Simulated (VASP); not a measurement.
A run of VASP 6.6.1:

The input INCAR:

```
  ALGO = Normal
  EDIFF = 1E-7
  ENCUT = 520
  GGA = PS
  ISIF = 2
  ISMEAR = 0
  LASPH = T
  LCHARG = F
  LREAL = F
  LWAVE = F
  NBANDS = 8
  NELM = 60
  PREC = Accurate
  SIGMA = 0.15
```

KPOINTS

```
k-points
0
Gamma
  12 12 12
```

The input POSCAR:

```
P
1.0
    4.0592596145      0.0000000000      0.0000000000
    0.0000000000      4.0592596145      0.0000000000
    0.0000000000      0.0000000000      4.5969000000
P
1
Direct
    0.0000000000      0.0000000000      0.0000000000
```

Potentials or basis: VASP PAW PBE potentials, release 64 (P).

Launch:

```bash
$ cat potpaw_PBE.64/P/POTCAR > POTCAR
$ mpirun -np 1 vasp_std > vasp.out
```

Hardware: 1 thread of AMD EPYC 7R43 64-Core Processor (Zen 3), with other jobs on the host.

Question: Estimate the wall time of this run.

Answer: It took 90 s on 1 thread of AMD EPYC 7R43 64-Core Processor (Zen 3), on a shared host, peak memory 0.21 GiB. Counts: scf iterations 12, k points 196.
